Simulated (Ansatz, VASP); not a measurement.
**Cl: VASP beside Ansatz**

```
Cl
1.0
    -1.34129    1.34129    1.34129
     1.34129   -1.34129    1.34129
     1.34129    1.34129   -1.34129
Cl
1
Direct
  0.00000 0.00000 0.00000
```

Change from the starting cell: volume scaled by 0.5, LAPW.

Alike in both runs: task single point; functional PBEsol; k mesh 15 × 15 × 15; occupations fermi-dirac, width 0.08 eV; no spin polarisation.

```csv
,VASP,Ansatz
version,VASP 6.6.1,Ansatz 0.2.0
potentials or method,"VASP PAW PBE potentials, release 64 (Cl), cutoff 520 eV","all-electron LAPW, scalar-relativistic"
```

Ansatz gave:

| Item | Value |
| --- | --- |
| pressure (GPa) | 156.0 |

**Question.** Which values does VASP return?

**Answer.** Pressure (GPa): 155.4.

VASP's potentials were made for PBE, not for PBEsol. Both programs put the cell under a high pressure, so it lies far from rest at this level. Ansatz ran all-electron here, and VASP with PAW potentials.

Noted on VASP's run: the cell as given lies far from equilibrium.
